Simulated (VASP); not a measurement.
Input of a VASP 6.6.1 run:

Contents of INCAR:

```
  PREC = Accurate
  ENCUT = 600
  EDIFF = 1E-7
  ISMEAR = 0
  SIGMA = 0.1
  LREAL = F
  LASPH = T
  NELM = 80
  ALGO = Normal
  ISIF = 3
  LWAVE = F
  LCHARG = F
  GGA = PE
  IBRION = 2
  NSW = 90
  EDIFFG = -0.04
```

Contents of KPOINTS:

```
regular mesh
0
Gamma
  4 4 2
```

File POSCAR:

```
TePb4Se3
1.0
    4.4143445800      0.0000000000      0.0000000000
    0.0000000000      4.4143445800      0.0000000000
    0.0000000000      0.0000000000     12.4856519600
Te Pb Se
1 4 3
Direct
    0.5000000000      0.5000000000      0.5000000000
    0.0000000000      0.0000000000      0.0000000000
    0.5000000000      0.5000000000      0.2500000000
    0.0000000000      0.0000000000      0.5000000000
    0.5000000000      0.5000000000      0.7500000000
    0.0000000000      0.0000000000      0.2500000000
    0.0000000000      0.0000000000      0.7500000000
    0.5000000000      0.5000000000      0.0000000000
```

Potentials or basis: VASP PAW PBE potentials, release 64 (Te, Pb_d, Se).

Run with:

```bash
$ cat potpaw_PBE.64/Te/POTCAR potpaw_PBE.64/Pb_d/POTCAR potpaw_PBE.64/Se/POTCAR > POTCAR
$ mpirun -np 1 vasp_std > vasp.out
```

**Question.** Estimate the band gap on the k mesh.

**Answer.** 0.27 eV, direct.

**Question.** What does it give for the space group after relaxing (to 0.05 Å)?

**Answer.** P4/mmm (No. 123).

**Question.** Estimate the relaxed volume.

**Answer.** 31.52 Å³/atom.

**Question.** Predict the relaxed cell.

**Answer.** a = 4.469 Å, b = 4.469 Å, c = 12.626 Å, α = 90.00°, β = 90.00°, γ = 90.00°.

Stress tensor (GPa, compression positive):
```
 0.01  0.00  0.00
 0.00  0.01  0.00
 0.00  0.00 -0.15
```

Caveat: spin-orbit coupling is left out, which moves the levels of the heavy elements. A k mesh can miss the band edges.
